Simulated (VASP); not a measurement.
Input of a VASP 6.6.1 run:

Contents of INCAR:

```
SYSTEM = Al
  ALGO = Fast
  EDIFF = 1E-7
  ENCUT = 520
  GGA = PS
  ISIF = 2
  ISMEAR = 0
  LASPH = .True.
  LCHARG = .True.
  LELF = .True.
  LREAL = .False.
  LVHAR = .True.
  LWAVE = .False.
  NBANDS = 10
  NELM = 80
  PREC = Accurate
  SIGMA = 0.15
```

KPOINTS

```
k-points
0
Gamma
  18 18 10
  0 0 0
```

The input POSCAR:

```
Al
1.0
    2.8124553515      0.0000000000      0.0000000000
   -1.4062276757      2.4356577814      0.0000000000
    0.0000000000      0.0000000000      4.8668500000
Al
2
Direct
    0.5476935703      0.2462389821      0.7500000000
    0.3333333333      0.6666666667      0.2500000000
```

Potentials or basis: VASP PAW PBE potentials, release 64 (Al).

Run with:

```console
$ cat potpaw_PBE.64/Al/POTCAR > POTCAR
$ mpirun -np 1 vasp_std > vasp.out
```

Task: Predict the largest force.

Result: 0.172 eV/Å.

Task: Estimate the pressure.

Result: -0.8 GPa.

Task: What does it give for the band gap on the k mesh?

Result: Zero (bands 3 and 4 overlap by 6.91 eV).

Stress tensor (GPa, compression positive):
```
-0.46  0.06  0.00
 0.06 -0.49  0.00
 0.00  0.00 -1.55
```

Caveat: the cell differs from its parent crystal (atom 1 (Al) moved by (-0.300, +0.000) A along [1 1 0] and z); the PAW data sets were made with another functional, which shifts forces and pressure a little.
